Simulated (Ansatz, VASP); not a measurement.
## PbS: VASP beside Ansatz

```
CELL_PARAMETERS angstrom
0.00000 2.83339 2.98723
2.83339 0.00000 2.98723
2.83339 2.83339 0.00000
ATOMIC_POSITIONS crystal
Pb 0.00000 0.00000 0.00000
S 0.50000 0.50000 0.50000
```

Change from the starting cell: biaxial_xy strain -5.2%.

Alike in both runs: task single point; functional PBE; k mesh 8 × 8 × 8; occupations fermi-dirac, width 0.02 eV; no spin polarisation.

|  | VASP | Ansatz |
| --- | --- | --- |
| version | VASP 6.6.1 | Ansatz 0.2.0 |
| potentials or method | VASP PAW PBE potentials, release 64 (Pb_d, S) | plane waves, PAW |
| plane-wave cutoff (eV) | 520 | 420 |
| valence electrons in the cell | 20 | 20 |

```csv
,VASP,Ansatz,Ansatz less VASP
pressure (GPa),8.7,8.8,+0.08
"traceless stress, the component that is largest in VASP (GPa)",-6.02,-6.02,+0.005
```

Neither program's run includes spin-orbit coupling.
